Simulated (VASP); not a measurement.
# BN (a cell with a defect) in VASP: a series of runs, part 3 of 3

VASP 6.6.1. Earlier steps stand in the parts before.

## (5) Single point, r2SCAN, collinear spin

Input file POSCAR:

```
BN
1.0
    7.4650312844      0.0000000000      0.0000000000
   -3.7325156422      6.4649067324      0.0000000000
    0.0000000000      0.0000000000      6.4954828762
B N
17 17
Direct
    0.1122060349      0.2236321399      0.2497168462
    0.1692865588      0.0847552812      0.7493468494
    0.1118565892      0.5559219358      0.2496107850
    0.2286418693      0.4515420342      0.7498759917
    0.1114880492      0.8891524992      0.2495625390
    0.2157672678      0.7708077653      0.7499218968
    0.4460527523      0.2244231084      0.2496206404
    0.5779693830      0.0860622618      0.7499902962
    0.4457017707      0.5560697674      0.2493631145
    0.4453592537      0.8891663336      0.2499865516
    0.5565172461      0.7715234036      0.7507102081
    0.7792091278      0.2236105813      0.2498292869
    0.8870848767      0.1115753617      0.7499497005
    0.7780201949      0.5560536536      0.2492733578
    0.8833981643      0.4509837889      0.7494027446
    0.7784526123      0.8892260691      0.2495682332
    0.8732993602      0.7683025926      0.7495713512
    0.1125859855      0.2281400796      0.7495539533
    0.2227872565      0.1122191146      0.2497940596
    0.1085016663      0.5544788815      0.7497089589
    0.2227223648      0.4455027153      0.2496062093
    0.1083565015      0.8836687547      0.7496430927
    0.2227801490      0.7788859765      0.2496964675
    0.5561377819      0.1123251367      0.2500630094
    0.4436456386      0.5593892124      0.7510398915
    0.5560763360      0.4456177461      0.2490295541
    0.4373214517      0.8850693837      0.7505759932
    0.5562053477      0.7790409933      0.2498163655
    0.7796942672      0.2275554215      0.7497623020
    0.8895359452      0.1123386454      0.2498181668
    0.7739200094      0.5561025515      0.7478645471
    0.8894276185      0.4455483467      0.2494637624
    0.7779615320      0.8932976908      0.7503835748
    0.8894447182      0.7789845399      0.2489592020
```

Input file INCAR.step1:

```
ALGO     = Normal         # electronic algorithm
EDIFF    = 1E-5           # SCF threshold, eV
ENCUT    = 580            # plane-wave cutoff, eV
GGA      = PE             # functional
GGA_COMPAT= F            
ISMEAR   = -1             # smearing method
ISPIN    = 2              # spin polarisation
ISYM     = -1           
LASPH    = T              # aspherical terms in the spheres
LCHARG   = F              # write CHGCAR
LREAL    = Auto         
LWAVE    = T              # write WAVECAR
MAGMOM   = 0 0 0 0.01 0 0 0 0 0 0 0 0 0 0 0.01 0 0 0 0 0.04 0 0.01 0 0 0.33 0 0.01 0 0 0 0.26 0 0.01 0 # initial moments
NBANDS   = 95             # bands
NELECT   = 135.0        
NELM     = 200            # most SCF steps
NUPDOWN  = 1.0            # fixed moment
PREC     = Accurate       # precision mode
SIGMA    = 0.01           # smearing width, eV
```

Input file INCAR.step2:

```
ALGO     = Normal         # electronic algorithm
EDIFF    = 1E-6           # SCF threshold, eV
ENCUT    = 580            # plane-wave cutoff, eV
GGA_COMPAT= F            
ISIF     = 2              # what is computed and relaxed
ISMEAR   = -1             # smearing method
ISPIN    = 2              # spin polarisation
ISTART   = 1            
ISYM     = -1           
LASPH    = T              # aspherical terms in the spheres
LCHARG   = F              # write CHGCAR
LMIXTAU  = T            
LORBIT   = 11             # projections on sites
LREAL    = Auto         
LWAVE    = F              # write WAVECAR
MAGMOM   = 0 0 0 0.01 0 0 0 0 0 0 0 0 0 0 0.01 0 0 0 0 0.04 0 0.01 0 0 0.33 0 0.01 0 0 0 0.26 0 0.01 0 # initial moments
METAGGA  = R2SCAN         # meta-GGA
NBANDS   = 95             # bands
NELECT   = 135.0        
NELM     = 200            # most SCF steps
NUPDOWN  = 1.0            # fixed moment
PREC     = Accurate       # precision mode
SIGMA    = 0.01           # smearing width, eV
```

Input file KPOINTS:

```
explicit points
1
Reciprocal
  0.25000000   0.25000000   0.25000000 1
```

The run is started by

```sh
> cat potpaw_PBE.64/B/POTCAR potpaw_PBE.64/N/POTCAR > POTCAR
> cp INCAR.step1 INCAR
> mpirun -np 1 vasp_std > vasp.out
> cp INCAR.step2 INCAR
> mpirun -np 1 vasp_std > vasp.out
```

It took 8.5 min on 1 thread of Intel Xeon Platinum 8488C (Sapphire Rapids), shared host; peak memory 0.67 GiB.

Results (log left out):

```yaml
Free_energy: -321.5401 eV
Largest_force: 0.306 eV/Å
Net_moment: 1.00 μB per cell
Site_moments: B +0.00, -0.01, +0.01, -0.00 (each value once); N +0.00, -0.00, +0.04, +0.02, +0.43, +0.34, +0.01 (each value once) μB
Valence_electrons_inside_the_program's_atomic_spheres: B 2.18, 2.15, 2.20, 2.13, 2.17, 2.16 (each value once); N 4.11, 4.06, 4.08, 4.07, 3.90, 4.09, 3.91, 4.10 (each value once)
```

Forces in eV/Å, atoms in the order of the input:
```
B    0.016  0.017 -0.004
B   -0.233 -0.126  0.006
B    0.002 -0.022 -0.001
B   -0.008 -0.054  0.003
B   -0.002 -0.029 -0.004
B   -0.020 -0.054 -0.002
B    0.014  0.051 -0.004
B    0.296 -0.074  0.004
B    0.039 -0.023  0.002
B    0.014 -0.022 -0.005
B    0.131 -0.053 -0.005
B    0.010  0.034 -0.002
B   -0.004  0.001  0.000
B   -0.007 -0.024 -0.001
B   -0.078  0.089 -0.014
B    0.021 -0.028 -0.001
B   -0.072 -0.197 -0.011
N    0.114 -0.143  0.005
N   -0.017  0.005  0.002
N    0.050  0.043  0.002
N   -0.019 -0.005  0.004
N    0.041  0.296 -0.002
N   -0.008  0.022  0.005
N   -0.011 -0.006  0.004
N   -0.161  0.106 -0.008
N   -0.016 -0.014  0.005
N    0.002  0.219  0.000
N   -0.021  0.026  0.003
N   -0.176 -0.186 -0.001
N   -0.011  0.005  0.003
N    0.159  0.107  0.009
N    0.002 -0.008  0.004
N   -0.041  0.011 -0.001
N   -0.004  0.037  0.005
```

Caveat: the cell carries a net charge on a neutralising background, which shifts energy and pressure; the cell is charged against a uniform background, so pressure and absolute levels hang on convention; the PAW data sets were made with another functional, which shifts forces and pressure a little; the total moment is fixed, so each spin has its own Fermi level and the state may be an excited one.

## (6) Single point, r2SCAN, collinear spin

Input file POSCAR:

```
BN
1.0
    7.4650312844      0.0000000000      0.0000000000
   -3.7325156422      6.4649067324      0.0000000000
    0.0000000000      0.0000000000      6.4954828762
B N
17 17
Direct
    0.1139382281      0.2232642284      0.2508248712
    0.2142528217      0.1033119666      0.7508777058
    0.1136194561      0.5558245535      0.2508303499
    0.2271734038      0.4459526608      0.7510145958
    0.1134004628      0.8892238206      0.2506046497
    0.2177223413      0.7717015452      0.7508432790
    0.4475920346      0.2238640357      0.2507494255
    0.5523094923      0.1029414655      0.7514504019
    0.4474414408      0.5560169649      0.2506007975
    0.4471674102      0.8892370046      0.2510363189
    0.5569494692      0.7759447404      0.7515624961
    0.7806825783      0.2232062087      0.2510303820
    0.8875820448      0.1124409928      0.7513948934
    0.7798496939      0.5559652619      0.2506077533
    0.8816650312      0.4461234327      0.7506919250
    0.7803095523      0.8892465202      0.2507182412
    0.8825674824      0.7755153232      0.7501890271
    0.1159290203      0.2223465813      0.7509988418
    0.2245500114      0.1120757953      0.2507522289
    0.1086194678      0.5520795329      0.7508349345
    0.2244397766      0.4453202569      0.2508456968
    0.1121845916      0.8880159344      0.7504159897
    0.2245261640      0.7787482374      0.2508301681
    0.5578126563      0.1121775940      0.2512163988
    0.4429113089      0.5614113294      0.7518088558
    0.5577792240      0.4453940371      0.2504002936
    0.4406994959      0.8875923377      0.7514511660
    0.5579703147      0.7789174107      0.2509536852
    0.7708161849      0.2218029783      0.7516773937
    0.8912925966      0.1122555714      0.2509702783
    0.7824558969      0.5614629097      0.7489963473
    0.8911334734      0.4453758610      0.2507921614
    0.7793223056      0.8936466779      0.7511829847
    0.8912212600      0.7788822745      0.2502190150
```

Input file INCAR.step1:

```
SYSTEM = BN
ALGO = Normal
EDIFF = 1E-5
ENCUT = 580
GGA = PE
GGA_COMPAT = .False.
ISMEAR = -1
ISPIN = 2
ISYM = -1
LASPH = .True.
LCHARG = .False.
LREAL = Auto
LWAVE = .True.
MAGMOM = 0 0.07 0 0.01 0 0 0 0.08 0 0 0 0 0 0 0.01 0 0 0.01 0 0.04 0 0.05 0 0 0.36 0 0.04 0 0.01 0 0.33 0 0.01 0
NBANDS = 95
NELM = 200
NUPDOWN = 2.0
PREC = Accurate
SIGMA = 0.01
```

Input file INCAR.step2:

```
SYSTEM = BN
ALGO = Normal
EDIFF = 1E-6
ENCUT = 580
GGA_COMPAT = .False.
ISIF = 2
ISMEAR = -1
ISPIN = 2
ISTART = 1
ISYM = -1
LASPH = .True.
LCHARG = .True.
LELF = .True.
LMIXTAU = .True.
LORBIT = 11
LREAL = Auto
LVHAR = .True.
LWAVE = .False.
MAGMOM = 0 0.07 0 0.01 0 0 0 0.08 0 0 0 0 0 0 0.01 0 0 0.01 0 0.04 0 0.05 0 0 0.36 0 0.04 0 0.01 0 0.33 0 0.01 0
METAGGA = R2SCAN
NBANDS = 95
NELM = 200
NUPDOWN = 2.0
PREC = Accurate
SIGMA = 0.01
```

KPOINTS is that of step 5.

Potentials or basis: VASP PAW PBE potentials, release 64 (B, N).

The run is started by

```sh
> cat potpaw_PBE.64/B/POTCAR potpaw_PBE.64/N/POTCAR > POTCAR
> cp INCAR.step1 INCAR
> mpirun -np 1 vasp_std > vasp.out
> cp INCAR.step2 INCAR
> mpirun -np 1 vasp_std > vasp.out
```

It took 10 min on 1 thread of Intel Xeon Platinum 8488C (Sapphire Rapids), shared host; peak memory 0.68 GiB.

Results (log left out):

- Free energy: -318.8952 eV
- Pressure: 3.7 GPa
- Largest force: 0.308 eV/Å
- Net moment: 2.00 μB per cell
- Site moments: B +0.00, +0.15, +0.01, -0.00, +0.17 (each value once); N +0.01, +0.00, +0.05, -0.00, +0.07, +0.46, +0.42 (each value once) μB
- Valence electrons inside the program's atomic spheres: B 2.19, 1.97, 2.18, 1.96, 2.17, 2.12 (each value once); N 4.05, 4.07, 4.08, 4.06, 3.90, 3.91, 4.09 (each value once)

Forces on the atoms (eV/Å):
```
B    0.013  0.003 -0.001
B   -0.266 -0.156  0.001
B    0.006 -0.017 -0.001
B    0.003 -0.020  0.005
B   -0.002 -0.014  0.003
B   -0.001 -0.032  0.001
B    0.009  0.036  0.001
B    0.229 -0.123 -0.002
B    0.030 -0.033  0.001
B    0.021 -0.008 -0.001
B    0.082  0.019 -0.005
B    0.004  0.024  0.000
B   -0.004 -0.075 -0.001
B   -0.005 -0.015  0.002
B   -0.041  0.059 -0.004
B    0.012 -0.019 -0.001
B   -0.068 -0.102  0.000
N    0.036  0.054 -0.002
N   -0.007  0.007 -0.004
N    0.031  0.000 -0.002
N   -0.014  0.009  0.001
N    0.115  0.135 -0.002
N   -0.009  0.005  0.000
N   -0.016 -0.008  0.000
N   -0.102  0.069 -0.005
N   -0.013 -0.007  0.002
N   -0.050  0.068  0.003
N   -0.015  0.024  0.001
N   -0.029  0.036 -0.001
N   -0.006 -0.002  0.002
N    0.078  0.065  0.003
N    0.003 -0.007  0.001
N   -0.020  0.005  0.002
N   -0.003  0.021  0.002
```

Stress tensor (GPa, compression positive):
```
 1.66  0.07  0.02
 0.07  8.28 -0.05
 0.02 -0.05  1.13
```

Caveat: the PAW data sets were made with another functional, which shifts forces and pressure a little; the total moment is fixed, so each spin has its own Fermi level and the state may be an excited one.

## (7) Summary

| task | level | spin | fixed moment (μB) | cell | cutoff (eV) | smearing | pressure (GPa) | moment (μB) | largest force (eV/Å) |
| --- | --- | --- | --- | --- | --- | --- | --- | --- | --- |
| single point | PBE | collinear | 2.0 | as given, atomic positions A | 520 | gaussian 0.01 eV | 7.1 | 2.00 | 0.04 |
| relaxation of the atoms | PBE | off | - | atoms relaxed, atomic positions B | 520 | gaussian 0.01 eV | 3.7 | - | 0.02 |
| single point | r2SCAN | collinear | 2.0 | as given, atomic positions A | 580 | fermi-dirac 0.01 eV | 3.7 | 2.00 | 0.31 |

Alike in all rows: potentials or basis VASP PAW PBE potentials, release 64 (B, N); k mesh 1 × 1 × 1, shifted.

Caveats: the total moment is fixed, so each spin has its own Fermi level and the state may be an excited one (at least some runs); the PAW data sets were made with another functional, which shifts forces and pressure a little (at least some runs).

Absolute energies hang on the potentials; compare differences alone.
